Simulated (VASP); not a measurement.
Write the native input for VASP 6.6.1 that does the following.

```
Task                   : single point
Functional             : r2SCAN
Potentials or basis    : VASP PAW PBE potentials, release 64 (Bi_d, Te)
Cutoff                 : 520 eV
k mesh                 : 18 × 18 × 18
Occupations            : gaussian, width 0.15 eV
Spin                   : no spin polarisation
Dipole correction      : no
Further INCAR settings : ALGO = Normal; EDIFF = 1e-07; NBANDS = 18
```

The system is BiTe.

```
Bi Te
1.0
     2.47891    1.43120    3.11862
    -2.47891    1.43120    3.11862
     0.00000   -2.86240    3.11862
Bi Te
1 1
Direct
  0.50000 0.50000 0.50000
  0.00000 0.00000 0.00000
```

This cell differs from its parent crystal: ratio of the length along z to the lengths across it x 0.92, volume and fractional coordinates fixed.

These files were run (other wordings do the same):

POSCAR

```
BiTe
1.0
    2.4789081539      1.4311982899      3.1186186350
   -2.4789081539      1.4311982899      3.1186186350
    0.0000000000     -2.8623965799      3.1186186350
Bi Te
1 1
Direct
    0.5000000000      0.5000000000      0.5000000000
    0.0000000000      0.0000000000      0.0000000000
```

INCAR.step1

```
SYSTEM = BiTe
ALGO = Normal
EDIFF = 1E-4
ENCUT = 520
GGA = PE
ISMEAR = 0
LASPH = .TRUE.
LCHARG = .FALSE.
LREAL = .FALSE.
LWAVE = .TRUE.
NBANDS = 18
NELM = 80
PREC = Accurate
SIGMA = 0.15
```

INCAR.step2

```
SYSTEM = BiTe
ALGO = Normal
EDIFF = 1E-7
ENCUT = 520
ISIF = 2
ISMEAR = 0
ISTART = 1
LASPH = .TRUE.
LCHARG = .FALSE.
LMIXTAU = .TRUE.
LREAL = .FALSE.
LWAVE = .FALSE.
METAGGA = R2SCAN
NBANDS = 18
NELM = 80
PREC = Accurate
SIGMA = 0.15
```

KPOINTS

```
k-points
0
G
  18 18 18
  0 0 0
```

Potentials or basis: VASP PAW PBE potentials, release 64 (Bi_d, Te).

The run is started by

```console
$ cat potpaw_PBE.64/Bi_d/POTCAR potpaw_PBE.64/Te/POTCAR > POTCAR
$ cp INCAR.step1 INCAR
$ mpirun -np 1 vasp_std > vasp.out
$ cp INCAR.step2 INCAR
$ mpirun -np 1 vasp_std > vasp.out
```

It gave:

- Pressure: -0.9 GPa
- Band gap on the k mesh: zero (an odd number of electrons rules out a gap without spin polarisation)

Caveat: the PAW data sets were made with another functional, which shifts forces and pressure a little; spin-orbit coupling is left out, which moves the levels of the heavy elements; an odd number of electrons without spin polarisation forces a metal; a magnetic or distorted state may lie lower.

Wall time 11 min on 1 thread of Intel(R) Xeon(R) 6975P-C (Granite Rapids), with other jobs on the host, peak memory 0.74 GiB.
